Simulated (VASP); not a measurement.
Crystal: BaS.

```xyz
2
Lattice="0.0000 3.2220 3.2220 3.2220 0.0000 3.2220 3.2220 3.2220 0.0000" Properties=species:S:1:pos:R:3 pbc="T T T"
Ba    0.0000    0.0000    0.0000
S     3.2220    3.2220    3.2220
```

Program: VASP 6.6.1. Alike in all runs: task single point; level PBE; potentials or basis VASP PAW PBE potentials, release 64 (Ba_sv, S); no spin polarisation; cell as given; cutoff (eV) 500; smearing gaussian 0.01 eV.

Order these runs on this cell by their band gap on the k mesh, lowest first.
A. k mesh 2 × 2 × 2
B. k mesh 4 × 4 × 4
C. k mesh 3 × 3 × 3

A (1.99 eV), B (2.15 eV), C (2.44 eV).

Caveats: all runs use coarse meshes; spin-orbit coupling is left out, which moves the levels of the heavy elements.

A k mesh can miss the band edges, odd and even meshes differently.
